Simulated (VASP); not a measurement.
Here is a VASP 6.6.1 calculation.

The input POSCAR:

```
MoS
1.0
    0.0000000000      2.6776536121      2.6776536121
    2.6776536121      0.0000000000      2.6776536121
    2.6776536121      2.6776536121      0.0000000000
Mo S
1 1
Direct
    0.0224076780     -0.0224076780      0.0224076780
    0.2500000000      0.2500000000      0.2500000000
```

Contents of INCAR.step1:

```
ALGO     = Normal         # electronic algorithm
EDIFF    = 1E-4           # SCF threshold, eV
ENCUT    = 520            # plane-wave cutoff, eV
GGA      = PE             # functional
ISMEAR   = 0              # smearing method
ISPIN    = 2              # spin polarisation
LASPH    = True           # aspherical terms in the spheres
LCHARG   = False          # write CHGCAR
LMAXMIX  = 4              # l up to which the mixer works
LREAL    = False          # projectors in reciprocal space
LWAVE    = True           # write WAVECAR
MAGMOM   = 0.9 0          # initial moments
NBANDS   = 21             # bands
NELM     = 150            # most SCF steps
PREC     = Accurate       # precision mode
SIGMA    = 0.05           # smearing width, eV
```

INCAR.step2

```
ALGO     = Normal         # electronic algorithm
EDIFF    = 1E-6           # SCF threshold, eV
ENCUT    = 520            # plane-wave cutoff, eV
ISIF     = 2              # what is computed and relaxed
ISMEAR   = 0              # smearing method
ISPIN    = 2              # spin polarisation
ISTART   = 1            
LASPH    = True           # aspherical terms in the spheres
LCHARG   = True           # write CHGCAR
LELF     = True           # ELF
LMAXMIX  = 4              # l up to which the mixer works
LMIXTAU  = True         
LORBIT   = 11             # projections on sites
LREAL    = False          # projectors in reciprocal space
LVHAR    = True         
LWAVE    = False          # write WAVECAR
MAGMOM   = 0.9 0          # initial moments
METAGGA  = R2SCAN         # meta-GGA
NBANDS   = 21             # bands
NELM     = 150            # most SCF steps
PREC     = Accurate       # precision mode
SIGMA    = 0.05           # smearing width, eV
```

Contents of KPOINTS:

```
k-points
0
Gamma
  12 12 12
```

Potentials or basis: VASP PAW PBE potentials, release 64 (Mo_sv, S).

Run with:

```bash
$ cat potpaw_PBE.64/Mo_sv/POTCAR potpaw_PBE.64/S/POTCAR > POTCAR
$ cp INCAR.step1 INCAR
$ mpirun -np 1 vasp_std > vasp.out
$ cp INCAR.step2 INCAR
$ mpirun -np 1 vasp_std > vasp.out
```

Q: What does it give for the pressure?

A: -2.4 GPa.

Q: What does it give for the net moment?

A: 0.01 μB per cell.

Stress tensor (GPa, compression positive):
```
-2.33  0.00  8.34
 0.00 -2.49  0.00
 8.34  0.00 -2.33
```

Caveat: the cell differs from its parent crystal (atom 1 (Mo) moved 0.12 Å along y); the PAW data sets were made with another functional, which shifts forces and pressure a little.
